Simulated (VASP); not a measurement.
# SrCl2 (Fm-3m) in VASP: a series of runs

The runs below take SrCl2 through single point, with HF, HSE06.

All numbers are computed with VASP 6.6.1; they aren't measurements. Logs are shortened: lines on timing, memory, paths and dates and some standing lists are left out, and cuts for length are marked.

## Step 1: The cell of the first run

The structure is cubic, space group Fm-3m (No. 225). The conventional cell has a = 6.995 Å, b = 6.995 Å, c = 6.995 Å, α = 90.00°, β = 90.00°, γ = 90.00°. Within 4.0 Å of Sr (site symmetry m-3m) lie 8 Cl at 3.03 Å. Within 4.0 Å of Cl (site symmetry -43m) lie 4 Sr at 3.03 Å and 6 Cl at 3.50 Å.

## Step 2: Single point, HF

POSCAR

```
SrCl2
1.0
    0.0000000000      3.4976509228      3.4976509228
    3.4976509228      0.0000000000      3.4976509228
    3.4976509228      3.4976509228      0.0000000000
Sr Cl
1 2
Direct
    0.0000000000      0.0000000000      0.0000000000
    0.2500000000      0.2500000000      0.2500000000
    0.7500000000      0.7500000000      0.7500000000
```

INCAR.step1

```
SYSTEM = SrCl2
ALGO = Normal
EDIFF = 1E-5
ENCUT = 520
GGA = PE
ISIF = 2
ISMEAR = 0
LASPH = .TRUE.
LREAL = .FALSE.
LWAVE = .TRUE.
NBANDS = 19
NELM = 100
PREC = Accurate
SIGMA = 0.01
```

INCAR.step2

```
SYSTEM = SrCl2
AEXX = 1.0
AGGAC = 0.0
ALDAC = 0.0
ALGO = Normal
EDIFF = 1E-7
ENCUT = 520
GGA = PE
ISIF = 2
ISMEAR = 0
ISTART = 1
LASPH = .TRUE.
LCHARG = .TRUE.
LELF = .TRUE.
LHFCALC = .TRUE.
LREAL = .FALSE.
LVHAR = .TRUE.
LWAVE = .FALSE.
NBANDS = 19
NELM = 100
PREC = Accurate
PRECFOCK = Normal
SIGMA = 0.01
```

KPOINTS

```
k-points
0
G
  4 4 4
  0 0 0
```

Potentials or basis: VASP PAW PBE potentials, release 64 (Sr_sv, Cl).

The run is started by

```bash
> cat potpaw_PBE.64/Sr_sv/POTCAR potpaw_PBE.64/Cl/POTCAR > POTCAR
> cp INCAR.step1 INCAR
> mpirun -np 1 vasp_std > vasp.out
> cp INCAR.step2 INCAR
> mpirun -np 1 vasp_std > vasp.out
```

OUTCAR:

```text
SYSTEM = SrCl2
   AEXX = 1.0
   EDIFF = 1E-7
   ENCUT = 520
   GGA = PE
   ISIF = 2
   ISMEAR = 0
   ISTART = 1
   LASPH = .TRUE.
   LHFCALC = .TRUE.
   LREAL = .FALSE.
   NELM = 100
   PREC = Accurate
   PRECFOCK = Normal

 ion  position               nearest neighbor table
   1  0.000  0.000  0.000-   3 3.03   3 3.03   3 3.03   2 3.03   3 3.03   2 3.03   2 3.03   2 3.03

   2  0.250  0.250  0.250-   1 3.03   1 3.03   1 3.03   1 3.03
   3  0.750  0.750  0.750-   1 3.03   1 3.03   1 3.03   1 3.03

  LATTYP: Found a face centered cubic cell.
 ALAT       =     6.9953018456

  Lattice vectors:

 A1 = (   0.0000000000,   3.4976509228,   3.4976509228)
 A2 = (   3.4976509228,   0.0000000000,   3.4976509228)
 A3 = (   3.4976509228,   3.4976509228,   0.0000000000)

Analysis of symmetry for initial positions (statically):
=====================================================================
 Subroutine PRICEL returns:
 Original cell was already a primitive cell.

 Routine SETGRP: Setting up the symmetry group for a
 face centered cubic supercell.

 Subroutine GETGRP returns: Found 48 space group operations
 (whereof 48 operations were pure point group operations)
 out of a pool of 48 trial point group operations.

The static configuration has the point symmetry O_h .

Analysis of symmetry for dynamics (positions and initial velocities):
=====================================================================
 Subroutine PRICEL returns:
 Original cell was already a primitive cell.

 Routine SETGRP: Setting up the symmetry group for a
 face centered cubic supercell.

 Subroutine GETGRP returns: Found 48 space group operations
 (whereof 48 operations were pure point group operations)
 out of a pool of 48 trial point group operations.

The dynamic configuration has the point symmetry O_h .

 Subroutine INISYM returns: Found 48 space group operations
 (whereof 48 operations are pure point group operations),
 and found     1 'primitive' translations

----------------------------------------------------------------------------------------

                                     Primitive cell

  volume of cell :      85.5775

  direct lattice vectors                    reciprocal lattice vectors
     0.000000000  3.497650923  3.497650923    -0.142953088  0.142953088  0.142953088
     3.497650923  0.000000000  3.497650923     0.142953088 -0.142953088  0.142953088
     3.497650923  3.497650923  0.000000000     0.142953088  0.142953088 -0.142953088

  length of vectors
     4.946425371  4.946425371  4.946425371     0.247602011  0.247602011  0.247602011

  position of ions in fractional coordinates (direct lattice)
     0.000000000  0.000000000  0.000000000
     0.250000000  0.250000000  0.250000000
     0.750000000  0.750000000  0.750000000

  ion indices of the primitive-cell ions
   primitive index   ion index
                 1           1
                 2           2
                 3           3

----------------------------------------------------------------------------------------

 KPOINTS: k-points

Automatic generation of k-mesh.
 Grid dimensions read from file:
 generate k-points for:    4    4    4

 Generating k-lattice:

  Cartesian coordinates                     Fractional coordinates (reciprocal lattice)
    -0.035738272  0.035738272  0.035738272     0.250000000  0.000000000  0.000000000
     0.035738272 -0.035738272  0.035738272     0.000000000  0.250000000  0.000000000
     0.035738272  0.035738272 -0.035738272     0.000000000  0.000000000  0.250000000

  Length of vectors
     0.061900503  0.061900503  0.061900503

  Shift w.r.t. Gamma in fractional coordinates (k-lattice)
     0.000000000  0.000000000  0.000000000

 Subroutine IBZKPT returns following result:
 ===========================================

 Found      8 irreducible k-points:

 Following reciprocal coordinates:
            Coordinates               Weight
  0.000000  0.000000  0.000000      1.000000
  0.250000  0.000000  0.000000      8.000000
  0.500000  0.000000  0.000000      4.000000
  0.250000  0.250000  0.000000      6.000000
  0.500000  0.250000  0.000000     24.000000
 -0.250000  0.250000  0.000000     12.000000
  0.500000  0.500000  0.000000      3.000000
 -0.250000  0.500000  0.250000      6.000000
   k-points           NKPTS =      8   k-points in BZ     NKDIM =     64   number of bands    NBANDS=     19
   number of dos      NEDOS =    301   number of ions     NIONS =      3
   total plane-waves  NPLWV =  64000
   dimension x,y,z NGX =    40 NGY =   40 NGZ =   40
   dimension x,y,z NGXF=    80 NGYF=   80 NGZF=   80
   ions per type =               1   2
   NGX,Y,Z   is equivalent  to a cutoff of  13.44, 13.44, 13.44 a.u.
   NGXF,Y,Z  is equivalent  to a cutoff of  26.89, 26.89, 26.89 a.u.
 SYSTEM =  SrCl2
   PREC   = accura    normal or accurate (medium, high low for compatibility)
   ISTART =      1    job   : 0-new  1-cont  2-samecut
   ICHARG =      0    charge: 1-file 2-atom 10-const
   ISPIN  =      1    spin polarized calculation?
   LNONCOLLINEAR =      F non collinear calculations
   LSORBIT =      F    spin-orbit coupling
   LASPH  =      T    aspherical Exc in radial PAW
   ENCUT  =  520.0 eV  38.22 Ry    6.18 a.u.   9.20  9.20  9.20*2*pi/ulx,y,z
   NELM   =    100;   NELMIN=  2; NELMDL=  0     # of ELM steps
   EDIFF  = 0.1E-06   stopping-criterion for ELM
   LREAL  =      F    real-space projection
   EDIFFG = 0.1E-05   stopping-criterion for IOM
   NSW    =      0    number of steps for IOM
   IBRION =     -1    ionic relax: 0-MD 1-quasi-New 2-CG
   NFREE  =      0    steps in history (QN), initial steepest desc. (CG)
   ISIF   =      2    stress and relaxation
   ISYM   =      3    0-nonsym 1-usesym 2-fastsym
   POTIM  = 0.5000    time-step for ionic-motion
   TEBEG  =    0.0;   TEEND  =   0.0 temperature during run
   PSTRESS=    0.0 pullay stress
   NELECT =      24.0000    total number of electrons
   NUPDOWN=      -1.0000    fix difference up-down
   EMIN   =  10.00;   EMAX   =-10.00  energy-range for DOS
   EFERMI =   0.00;   METHOD = LEGACY
   ISMEAR =     0;   SIGMA  =   0.01  broadening in eV -4-tet -1-fermi 0-gaus
   EFERMI_NEDOS =   21; number of points for ismear=-14 and -15
   IALGO  =     38    algorithm
   IMIX   =      1    mixing-type and parameters
     AMIX     =   0.40;   BMIX     =  1.00
     AMIX_MAG =   1.60;   BMIX_MAG =  1.00
  volume/ion in A,a.u.               =      28.53       192.50
  Fermi-wavevector in a.u.,A,eV,Ry     =   1.071582  2.024997 15.623409  1.148288
  Thomas-Fermi vector in A             =   2.207327
   LORBIT       =      0    0 simple, 1 ext, 2 COOP (PROOUT), +10 PAW based schemes
   GGA     = PE    functional components
   LHFCALC =     T    Hartree Fock is set to
   PRECFOCK=normal    Normal, Fast or Accurate (Low or Medium for compatibility)
   ENCUT4O =  -1.0   cutoff for four orbital integrals eV
   NKREDX  =     1    reduce k-point grid by
   NKREDY  =     1    reduce k-point grid by
   NKREDZ  =     1    reduce k-point grid by
   AEXX    =    1.0000 exact exchange contribution
   HFSCREEN=    0.0000 screening length (either q_TF or 0.3 A-1)
   HFSCREENC=   0.0000 screening length for correlation (either q_TF or 0.3 A-1)
   ENCUTFOCK=  -1.0 apply spherical cutoff to Coloumb kernel
   IVDW    =     0    specifies the selected vdW correction
   LEPSILON=     F    determine dielectric tensor
   LRPA    =     F    only Hartree local field effects (RPA)
 non-spin polarized calculation
 Gauss-broadening in eV      SIGMA  =   0.01
  energy-cutoff  :      520.00
  volume of cell :       85.58
 maximum number of plane-waves:      2332
 NGX is ok and might be reduce to    40
  NGX = 28; NGY = 28; NGZ = 28

 number of electron      24.0000002 magnetization

 Free energy of the ion-electron system (eV)
  ---------------------------------------------------
  ext. energy  EPLUGINS =         0.00000000
  ---------------------------------------------------
  free energy    TOTEN  =       -21.84904218 eV

  energy without entropy =      -21.84904218  energy(sigma->0) =      -21.84904218

 E-fermi :  -3.9564     XC(G=0):   0.0000

 val. band max:       -4.0572392547   @ k =   0.5000   0.5000   0.0000
 cond. band min:       9.4164248818   @ k =   0.0000   0.0000   0.0000
 fundamental gap:     13.4736641365
 Fermi energy:        -3.9563997587

 k-point     1 :       0.0000    0.0000    0.0000
  band No.  band energies     occupation
      1     -44.9290      2.00000
      2     -22.3044      2.00000
      3     -21.8254      2.00000
      4     -21.8254      2.00000
      5     -21.8254      2.00000
      6     -21.1895      2.00000
[... 11 lines left out ...]
     18      13.4526      0.00000
     19      15.4718      0.00000

 k-point     2 :       0.2500    0.0000    0.0000
  band No.  band energies     occupation
      1     -44.9264      2.00000
      2     -22.7181      2.00000
      3     -21.8388      2.00000
      4     -21.8388      2.00000
      5     -21.5538      2.00000
      6     -21.0349      2.00000
[... 11 lines left out ...]
     18      13.9380      0.00000
     19      15.1514      0.00000

 k-point     3 :       0.5000    0.0000    0.0000
  band No.  band energies     occupation
      1     -44.9238      2.00000
      2     -22.8777      2.00000
      3     -21.8522      2.00000
      4     -21.8522      2.00000
      5     -21.7807      2.00000
      6     -20.6182      2.00000
[... 11 lines left out ...]
     18      14.4172      0.00000
     19      14.4172      0.00000

 k-point     4 :       0.2500    0.2500    0.0000
  band No.  band energies     occupation
      1     -44.9255      2.00000
      2     -22.8289      2.00000
      3     -21.8568      2.00000
      4     -21.8568      2.00000
      5     -21.3944      2.00000
      6     -21.0453      2.00000
[... 11 lines left out ...]
     18      14.1516      0.00000
     19      14.2847      0.00000

 k-point     5 :       0.5000    0.2500    0.0000
  band No.  band energies     occupation
      1     -44.9229      2.00000
      2     -22.8708      2.00000
      3     -22.3110      2.00000
      4     -21.8700      2.00000
      5     -21.1864      2.00000
      6     -20.7288      2.00000
[... 11 lines left out ...]
     18      14.1839      0.00000
     19      14.9817      0.00000

 k-point     6 :      -0.2500    0.2500    0.0000
  band No.  band energies     occupation
      1     -44.9237      2.00000
      2     -22.7630      2.00000
      3     -22.3708      2.00000
      4     -21.8522      2.00000
      5     -21.0234      2.00000
      6     -20.9664      2.00000
[... 11 lines left out ...]
     18      14.3574      0.00000
     19      15.1434      0.00000

 k-point     7 :       0.5000    0.5000    0.0000
  band No.  band energies     occupation
      1     -44.9220      2.00000
      2     -23.0706      2.00000
      3     -21.8877      2.00000
      4     -21.8877      2.00000
      5     -21.5859      2.00000
      6     -20.5224      2.00000
[... 11 lines left out ...]
     18      13.6625      0.00000
     19      15.1193      0.00000

 k-point     8 :      -0.2500    0.5000    0.2500
  band No.  band energies     occupation
      1     -44.9220      2.00000
      2     -22.6815      2.00000
      3     -22.6815      2.00000
      4     -21.8883      2.00000
      5     -20.8514      2.00000
      6     -20.8514      2.00000
[... 11 lines left out ...]
     18      14.9481      0.00000
     19      15.5993      0.00000

------------------------ aborting loop because EDIFF is reached ----------------------------------------

  FORCE on cell =-STRESS in cart. coord.  units (eV):
  Direction    XX          YY          ZZ          XY          YZ          ZX
  --------------------------------------------------------------------------------------
  -------------------------------------------------------------------------------------
  Total        1.8722735      1.8722735      1.8722735      0.0000000      0.0000000      0.0000000
  in kB       35.0526206     35.0526206     35.0526206      0.0000000      0.0000000      0.0000000
  external PRESSURE =      35.0526206 kB  Pullay stress =       0.0000000 kB

 VOLUME and BASIS-vectors are now :
 -----------------------------------------------------------------------------
  energy-cutoff  :      520.00
  volume of cell :       85.58
      direct lattice vectors                 reciprocal lattice vectors
     0.000000000  3.497650923  3.497650923    -0.142953088  0.142953088  0.142953088
     3.497650923  0.000000000  3.497650923     0.142953088 -0.142953088  0.142953088
     3.497650923  3.497650923  0.000000000     0.142953088  0.142953088 -0.142953088

 POSITION                                       TOTAL-FORCE (eV/Angst)
 -----------------------------------------------------------------------------------
      0.00000      0.00000      0.00000        -0.000000      0.000000      0.000000
      1.74883      1.74883      1.74883         0.000000      0.000000      0.000000
      5.24648      5.24648      5.24648        -0.000000     -0.000000     -0.000000
 -----------------------------------------------------------------------------------
    total drift:                                0.000000      0.000000     -0.000000

  FREE ENERGIE OF THE ION-ELECTRON SYSTEM (eV)
  ---------------------------------------------------
  free  energy   TOTEN  =       -21.8490421763 eV

  energy  without entropy=      -21.8490421763  energy(sigma->0) =      -21.84904218
```

Run time: 48 min. Hardware: 1 thread of Intel Xeon 8259CL, shared host; peak memory 0.26 GiB.

Results:

| Quantity | Value |
| --- | --- |
| Free energy | -21.8490 eV |
| Pressure | 3.5 GPa |
| Band gap on the k mesh | 13.47 eV (least direct gap 13.79 eV) |

Caveat: the cell stands under pressure; the PAW data sets were made with another functional, which shifts forces and pressure a little. A k mesh can miss the band edges.

## Step 3: Single point, HSE06

This run uses another cell than the first one, of 28.67 Å³/atom.

POSCAR

```
SrCl2
1.0
    0.0000000000      3.5036977876      3.5036977876
    3.5036977876      0.0000000000      3.5036977876
    3.5036977876      3.5036977876      0.0000000000
Sr Cl
1 2
Direct
    0.0000000000      0.0000000000      0.0000000000
    0.2500000000      0.2500000000      0.2500000000
    0.7500000000      0.7500000000      0.7500000000
```

INCAR.step1

```
PREC = Accurate
ENCUT = 520
EDIFF = 1E-5
ISMEAR = -1
SIGMA = 0.02
LREAL = False
LASPH = True
NELM = 100
ALGO = Normal
ISIF = 2
LWAVE = True
LCHARG = False
GGA = PE
NBANDS = 19
```

INCAR.step2

```
PREC = Accurate
ENCUT = 520
EDIFF = 1E-6
ISMEAR = -1
SIGMA = 0.02
LREAL = False
LASPH = True
NELM = 100
ALGO = Normal
ISIF = 2
LWAVE = False
LCHARG = False
GGA = PE
LHFCALC = True
HFSCREEN = 0.2079
PRECFOCK = Normal
ISTART = 1
NBANDS = 19
```

KPOINTS

```
regular mesh
0
Gamma
  4 4 4
```

Potentials or basis: VASP PAW PBE potentials, release 64 (Sr_sv, Cl).

The run is started by

```bash
> cat potpaw_PBE.64/Sr_sv/POTCAR potpaw_PBE.64/Cl/POTCAR > POTCAR
> cp INCAR.step1 INCAR
> mpirun -np 1 vasp_std > vasp.out
> cp INCAR.step2 INCAR
> mpirun -np 1 vasp_std > vasp.out
```

Wall time 31 min (1 thread of Intel Xeon 8259CL, shared host); peak memory 0.35 GiB.

It converged, with:

- Free energy: -14.8136 eV
- Pressure: 0.1 GPa
- Band gap on the k mesh: 6.56 eV (least direct gap 6.82 eV)

Levels at points of the mesh, in eV from the valence-band top:
| k point | band 9 | band 10 | band 11 | band 12 | band 13 | band 14 | band 15 | band 16 |
| --- | --- | --- | --- | --- | --- | --- | --- | --- |
| (0.00, 0.00, 0.00) | -2.23 | -0.36 | -0.36 | -0.36 | 6.56 | 7.52 | 7.52 | 10.35 |
| (0.50, 0.00, 0.00) | -1.56 | -1.38 | -1.12 | -1.12 | 8.18 | 8.18 | 9.03 | 9.09 |
| (0.50, 0.50, 0.00) | -2.00 | -0.41 | -0.41 | 0.00 | 6.82 | 8.52 | 9.16 | 9.56 |

Caveat: the PAW data sets were made with another functional, which shifts forces and pressure a little. A k mesh can miss the band edges.
